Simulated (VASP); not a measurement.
Ca: single point with PBE

Crystal: Ca.

```
CELL_PARAMETERS angstrom
0.00000 2.31435 2.31435
2.31435 0.00000 2.31435
2.31435 2.31435 0.00000
ATOMIC_POSITIONS crystal
Ca 0.00000 0.00000 0.00000
```

```json
{
 "Program": "VASP 6.6.1",
 "Task": "single point",
 "Functional": "PBE",
 "Potentials or basis": "VASP PAW PBE potentials, release 64 (Ca_sv)",
 "Cutoff": "520 eV",
 "k mesh": "14 × 14 × 14",
 "Occupations": "fermi-dirac, width 0.05 eV",
 "Spin": "no spin polarisation"
}
```

| Item | Value |
| --- | --- |
| Pressure | 21.0 GPa |

Levels at points of the mesh, in eV from the Fermi level:
```csv
k point,band 2,band 3,band 4,band 5,band 6,band 7,band 8,band 9
"(0.00, 0.00, 0.00)",-21.67,-21.67,-21.67,-4.79,2.92,2.92,2.92,4.85
"(0.50, 0.00, 0.00)",-22.49,-21.77,-21.77,-1.31,0.86,2.69,2.69,6.12
"(0.50, 0.50, 0.00)",-22.43,-21.95,-21.95,-1.31,-0.04,2.73,6.12,6.47
```

It took 11 s on 1 thread of Intel(R) Xeon(R) Platinum 8488C (Sapphire Rapids) (shared host), peak memory 0.15 GiB.
